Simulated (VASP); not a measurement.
Wanted: the native input for a VASP 6.6.1 run.

```
Task                   : single point
Functional             : PBEsol
Potentials or basis    : VASP PAW PBE potentials, release 64 (Zn, O)
Cutoff                 : 520 eV
k mesh                 : 8 × 8 × 4
Occupations            : gaussian, width 0.01 eV
Spin                   : no spin polarisation
Dipole correction      : no
Further INCAR settings : ALGO = Normal; EDIFF = 1e-06; NBANDS = 26
```

The structure of ZnO lies in POSCAR:

```
ZnO
1.0
    3.1390870580      0.0000000000      0.0000000000
   -1.5695435290      2.7185291369      0.0000000000
    0.0000000000      0.0000000000      5.0679598424
Zn O
2 2
Direct
    0.3333333333      0.6666666667      0.5001232048
    0.6666666667      0.3333333333      0.0001232048
    0.6666666667      0.3333333333      0.3788867952
    0.3333333333      0.6666666667      0.8788867952
```

One way to write it, as run:

INCAR

```
SYSTEM = ZnO
ALGO = Normal ; EDIFF = 1E-6
ENCUT = 520 ; GGA = PS
ISIF = 2 ; ISMEAR = 0
LASPH = .TRUE. ; LCHARG = .FALSE.
LREAL = .FALSE. ; LWAVE = .FALSE.
NBANDS = 26 ; NELM = 80
PREC = Accurate ; SIGMA = 0.01
```

KPOINTS

```
k-points
0
G
  8 8 4
  0 0 0
```

Potentials or basis: VASP PAW PBE potentials, release 64 (Zn, O).

Launch:

```console
$ cat potpaw_PBE.64/Zn/POTCAR potpaw_PBE.64/O/POTCAR > POTCAR
$ mpirun -np 1 vasp_std > vasp.out
```

It gave:

The pressure is 16.3 GPa and the band gap on the k mesh is 0.81 eV.

Caveat: the cell stands under pressure; the PAW data sets were made with another functional, which shifts forces and pressure a little.

Wall time 31 s on 1 thread of Intel Xeon 8259CL, on a shared host, peak memory 0.17 GiB.
